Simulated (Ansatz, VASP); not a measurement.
## Cr in VASP and in Ansatz

The input INCAR:

```
PREC = Accurate
ENCUT = 520
EDIFF = 1E-6
ISMEAR = 0
SIGMA = 0.15
LREAL = F
LASPH = T
NELM = 60
ALGO = Fast
ISIF = 2
LWAVE = F
LCHARG = F
GGA = PE
NBANDS = 12
```

The input KPOINTS:

```
regular mesh
0
Gamma
  26 26 26
```

Contents of POSCAR:

```
Cr
1.0
   -1.4825895190      1.4825895190      1.3639823574
    1.4825895190     -1.4825895190      1.3639823574
    1.4825895190      1.4825895190     -1.3639823574
Cr
1
Direct
    0.0000000000      0.0000000000      0.0000000000
```

Input for Ansatz:

```yaml
crystal:
  lattice:
    - [-1.482589519, 1.482589519, 1.3639823574]
    - [1.482589519, -1.482589519, 1.3639823574]
    - [1.482589519, 1.482589519, -1.3639823574]
  atoms:
    - { symbol: Cr, position: [0.0, 0.0, 0.0] }
basis:
  ecutwfc: 420
kpoints:
  mp_grid: { grid: [26, 26, 26] }
hamiltonian:
  xc: pbe
scf:
  occupations: { method: gaussian, width: 0.15 }
output:
  forces: true
  stress: true
  eigenvalues: true
```

Alike in both runs: task single point; functional PBE; k mesh 26 × 26 × 26; occupations gaussian, width 0.15 eV; no spin polarisation.

|  | VASP | Ansatz |
| --- | --- | --- |
| version | VASP 6.6.1 | Ansatz 0.2.0 |
| potentials or method | VASP PAW PBE potentials, release 64 (Cr_pv), cutoff 520 eV | scalar-relativistic, plane waves, PAW |
| valence electrons in the cell | 12 | 14 |

|  | VASP | Ansatz | Ansatz less VASP |
| --- | --- | --- | --- |
| gap on the k mesh at the Fermi level (eV) | none | none | - |
| pressure (GPa) | -8.2 | -7.8 | +0.36 |
| traceless stress, the component that is largest in VASP (GPa) | 17.52 | 17.67 | +0.151 |

A gap of «none» marks a metal or a gap that the smearing closes. VASP's potentials hold 12 valence electrons a cell and Ansatz's 14, so a difference there can come from the potentials and not from the codes.
